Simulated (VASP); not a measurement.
# TiO2 (I4_1/amd) in VASP: single point with LDA

Aim: the single point of TiO2 with LDA.

All numbers are computed with VASP 6.6.1; they aren't measurements. Logs are shortened: lines on timing, memory, paths and dates and some standing lists are left out, and cuts for length are marked.

## 1. The cell of the first run

Symmetry: I4_1/amd, No. 141, tetragonal system. Conventional cell: a = 3.739 Å, b = 3.739 Å, c = 9.472 Å, α = 90.00°, β = 90.00°, γ = 90.00°. Within 2.5 Å of Ti (site symmetry -4m2) lie 6 O at 1.91 to 1.97 Å. Within 2.5 Å of O (site symmetry 2mm) lie 3 Ti at 1.91 to 1.97 Å and 2 O at 2.44 Å.

## 2. Single point, LDA

File INCAR:

```
ALGO     = Normal         # electronic algorithm
EDIFF    = 1E-6           # SCF threshold, eV
ENCUT    = 910            # plane-wave cutoff, eV
GGA      = CA             # functional
GGA_COMPAT= False        
ISIF     = 2              # what is computed and relaxed
ISMEAR   = 0              # smearing method
LASPH    = True           # aspherical terms in the spheres
LCHARG   = False          # write CHGCAR
LREAL    = False          # projectors in reciprocal space
LWAVE    = False          # write WAVECAR
NBANDS   = 33             # bands
NELM     = 120            # most SCF steps
PREC     = Accurate       # precision mode
SIGMA    = 0.1            # smearing width, eV
```

File KPOINTS:

```
k-points
0
Gamma
  8 8 8
```

File POSCAR:

```
TiO2
1.0
   -1.8693404635      1.8693404635      4.7359124129
    1.8693404635     -1.8693404635      4.7359124129
    1.8693404635      1.8693404635     -4.7359124129
Ti O
2 4
Direct
    0.0000000000      0.0000000000      0.0000000000
    0.7500000000      0.2500000000      0.5000000000
    0.9577110523      0.4577110523      0.5000000000
    0.2077110523      0.2077110523      0.0000000000
    0.5422889477      0.0422889477      0.5000000000
    0.7922889477      0.7922889477      0.0000000000
```

Potentials or basis: VASP PAW LDA potentials, release 64 (Ti_sv, O_h).

Launch:

```bash
> cat potpaw_LDA.64/Ti_sv/POTCAR potpaw_LDA.64/O_h/POTCAR > POTCAR
> mpirun -np 1 vasp_std > vasp.out
```

OUTCAR:

```text
EDIFF = 1E-6
   ENCUT = 910
   GGA = CA
   ISIF = 2
   ISMEAR = 0
   LASPH = True
   LREAL = False
   NELM = 120
   PREC = Accurate

 ion  position               nearest neighbor table
   1  0.000  0.000  0.000-   5 1.91   3 1.91   5 1.91   3 1.91   4 1.97   6 1.97
   2  0.750  0.250  0.500-   6 1.91   4 1.91   6 1.91   4 1.91   3 1.97   5 1.97
   3  0.958  0.458  0.500-   1 1.91   1 1.91   2 1.97
   4  0.208  0.208  0.000-   2 1.91   2 1.91   1 1.97
   5  0.542  0.042  0.500-   1 1.91   1 1.91   2 1.97
   6  0.792  0.792  0.000-   2 1.91   2 1.91   1 1.97

  LATTYP: Found a body centered tetragonal cell.
 ALAT       =     3.7386809270
 C/A-ratio  =     2.5334670197

  Lattice vectors:

 A1 = (  -1.8693404635,   1.8693404635,   4.7359124129)
 A2 = (   1.8693404635,  -1.8693404635,   4.7359124129)
 A3 = (   1.8693404635,   1.8693404635,  -4.7359124129)

Analysis of symmetry for initial positions (statically):
=====================================================================
 Subroutine PRICEL returns:
 Original cell was already a primitive cell.

 Routine SETGRP: Setting up the symmetry group for a
 body centered tetragonal supercell.

 Subroutine GETGRP returns: Found 16 space group operations
 (whereof  8 operations were pure point group operations)
 out of a pool of 16 trial point group operations.

The static configuration has the point symmetry D_2d.
 The point group associated with its full space group is D_4h.

Analysis of symmetry for dynamics (positions and initial velocities):
=====================================================================
 Subroutine PRICEL returns:
 Original cell was already a primitive cell.

 Routine SETGRP: Setting up the symmetry group for a
 body centered tetragonal supercell.

 Subroutine GETGRP returns: Found 16 space group operations
 (whereof  8 operations were pure point group operations)
 out of a pool of 16 trial point group operations.

The dynamic configuration has the point symmetry D_2d.
 The point group associated with its full space group is D_4h.

 Subroutine INISYM returns: Found 16 space group operations
 (whereof  8 operations are pure point group operations),
 and found     1 'primitive' translations

[... 101 lines left out ...]
   NELM   =    120;   NELMIN=  2; NELMDL= -5     # of ELM steps
   EDIFF  = 0.1E-05   stopping-criterion for ELM
   LREAL  =      F    real-space projection
   EDIFFG = 0.1E-04   stopping-criterion for IOM
   NSW    =      0    number of steps for IOM
   IBRION =     -1    ionic relax: 0-MD 1-quasi-New 2-CG
   NFREE  =      0    steps in history (QN), initial steepest desc. (CG)
   ISIF   =      2    stress and relaxation
   ISYM   =      2    0-nonsym 1-usesym 2-fastsym
   POTIM  = 0.5000    time-step for ionic-motion
   TEBEG  =    0.0;   TEEND  =   0.0 temperature during run
   PSTRESS=    0.0 pullay stress
   NELECT =      48.0000    total number of electrons
   NUPDOWN=      -1.0000    fix difference up-down
   EMIN   =  10.00;   EMAX   =-10.00  energy-range for DOS
   EFERMI =   0.00;   METHOD = LEGACY
   ISMEAR =     0;   SIGMA  =   0.10  broadening in eV -4-tet -1-fermi 0-gaus
   EFERMI_NEDOS =   21; number of points for ismear=-14 and -15
   IALGO  =     38    algorithm
   IMIX   =      4    mixing-type and parameters
     AMIX     =   0.40;   BMIX     =  1.00
     AMIX_MAG =   1.60;   BMIX_MAG =  1.00
  volume/ion in A,a.u.               =      11.03        74.45
  Fermi-wavevector in a.u.,A,eV,Ry     =   1.470760  2.779333 29.431231  2.163134
  Thomas-Fermi vector in A             =   2.585978
   LORBIT       =      0    0 simple, 1 ext, 2 COOP (PROOUT), +10 PAW based schemes
   GGA     = CA    functional components
   LHFCALC =     F    Hartree Fock is set to
   AEXX    =    0.0000 exact exchange contribution
   IVDW    =     0    specifies the selected vdW correction
   LEPSILON=     F    determine dielectric tensor
   LRPA    =     F    only Hartree local field effects (RPA)
 non-spin polarized calculation
 Gauss-broadening in eV      SIGMA  =   0.10
  energy-cutoff  :      910.00
  volume of cell :       66.20
 maximum number of plane-waves:      4142
 NGX is ok and might be reduce to    54
   NGX = 27   NGY = 27   NGZ = 27

 number of electron      48.0000000 magnetization

 Free energy of the ion-electron system (eV)
  ---------------------------------------------------
  ext. energy  EPLUGINS =         0.00000000
  ---------------------------------------------------
  free energy    TOTEN  =       -58.87703380 eV

  energy without entropy =      -58.87703380  energy(sigma->0) =      -58.87703380

 E-fermi :   4.3514     XC(G=0): -11.4943

 val. band max:        3.7878722915   @ k =  -0.3750   0.3750   0.0000
 cond. band min:       5.9069411069   @ k =   0.0000   0.0000   0.0000
 fundamental gap:      2.1190688154
 Fermi energy:         4.3514106142

 k-point     1 :       0.0000    0.0000    0.0000
  band No.  band energies     occupation
      1     -51.7117      2.00000
      2     -51.6388      2.00000
      3     -28.6358      2.00000
      4     -28.3602      2.00000
      5     -28.3602      2.00000
      6     -28.2782      2.00000
[... 853 lines left out ...]
     32      10.7284      0.00000
     33      11.3424      0.00000

 [... further k-points ...]

------------------------ aborting loop because EDIFF is reached ----------------------------------------

  FORCE on cell =-STRESS in cart. coord.  units (eV):
  Direction    XX          YY          ZZ          XY          YZ          ZX
  --------------------------------------------------------------------------------------
  -------------------------------------------------------------------------------------
  Total        0.2723452      0.2723452      0.2160858      0.0000000      0.0000000      0.0000000
  in kB        6.5915845      6.5915845      5.2299345      0.0000000      0.0000000      0.0000000
  external PRESSURE =       6.1377011 kB  Pullay stress =       0.0000000 kB

 VOLUME and BASIS-vectors are now :
 -----------------------------------------------------------------------------
  energy-cutoff  :      910.00
  volume of cell :       66.20
      direct lattice vectors                 reciprocal lattice vectors
    -1.869340463  1.869340463  4.735912413     0.000000000  0.267474015  0.105576277
     1.869340463 -1.869340463  4.735912413     0.267474015  0.000000000  0.105576277
     1.869340463  1.869340463 -4.735912413     0.267474015  0.267474015  0.000000000

 POSITION                                       TOTAL-FORCE (eV/Angst)
 -----------------------------------------------------------------------------------
      0.00000      0.00000      0.00000        -0.000000     -0.000000      0.000000
      0.00000      1.86934      2.36796        -0.000000     -0.000000      0.000000
      0.00000      1.86934      4.33536         0.000000     -0.000000      0.039723
      0.00000      0.00000      1.96740        -0.000000      0.000000      0.039723
      0.00000      1.86934      0.40055         0.000000     -0.000000     -0.039723
      0.00000      0.00000      7.50442        -0.000000      0.000000     -0.039723
 -----------------------------------------------------------------------------------
    total drift:                                0.000000      0.000000      0.000000

  FREE ENERGIE OF THE ION-ELECTRON SYSTEM (eV)
  ---------------------------------------------------
  free  energy   TOTEN  =       -58.8770337989 eV

  energy  without entropy=      -58.8770337989  energy(sigma->0) =      -58.87703380
```

OSZICAR:

```text
N       E                     dE             d eps       ncg     rms          rms(c)
DAV:   1     0.845369684265E+03    0.84537E+03   -0.33682E+04  3894   0.251E+03
DAV:   2     0.114638781621E+03   -0.73073E+03   -0.68548E+03  4109   0.634E+02
DAV:   3    -0.626003969475E+02   -0.17724E+03   -0.16425E+03  6126   0.238E+02
DAV:   4    -0.748104505645E+02   -0.12210E+02   -0.12120E+02  5481   0.673E+01
DAV:   5    -0.753184642523E+02   -0.50801E+00   -0.50769E+00  5713   0.125E+01    0.330E+01
DAV:   6    -0.590349275603E+02    0.16284E+02   -0.73109E+01  5749   0.886E+01    0.114E+01
DAV:   7    -0.591380104398E+02   -0.10308E+00   -0.15033E+01  5400   0.308E+01    0.969E+00
DAV:   8    -0.588986828117E+02    0.23933E+00   -0.85042E-01  5379   0.904E+00    0.494E+00
DAV:   9    -0.588913766402E+02    0.73062E-02   -0.40829E-01  5861   0.584E+00    0.149E+00
DAV:  10    -0.588844834577E+02    0.68932E-02   -0.14708E-01  5548   0.447E+00    0.863E-01
DAV:  11    -0.588772825287E+02    0.72009E-02   -0.27402E-02  5705   0.110E+00    0.248E-01
DAV:  12    -0.588772721314E+02    0.10397E-04   -0.49345E-03  4996   0.756E-01    0.185E-01
DAV:  13    -0.588770534959E+02    0.21864E-03   -0.10050E-03  4946   0.402E-01    0.434E-02
DAV:  14    -0.588770343973E+02    0.19099E-04   -0.20082E-04  6142   0.117E-01    0.126E-02
DAV:  15    -0.588770339377E+02    0.45955E-06   -0.18139E-05  5397   0.321E-02    0.615E-03
DAV:  16    -0.588770337989E+02    0.13882E-06   -0.15460E-06  3440   0.153E-02
   1 F= -.58877034E+02 E0= -.58877034E+02  d E =-.159359E-16
```

Wall time 7.6 min (1 thread of Intel Xeon Platinum 8488C (Sapphire Rapids), shared host); peak memory 0.45 GiB.

What came out:

| Quantity | Value |
| --- | --- |
| Free energy | -58.8770 eV |
| Pressure | 0.6 GPa |
| Largest force | 0.040 eV/Å |
| Band gap on the k mesh | 2.12 eV (least direct gap 2.42 eV) |

Forces in eV/Å, atoms in the order of the input:
```
Ti   0.000  0.000  0.000
Ti   0.000  0.000  0.000
O    0.000  0.000  0.040
O    0.000  0.000  0.040
O    0.000  0.000 -0.040
O    0.000  0.000 -0.040
```

A k mesh can miss the band edges.
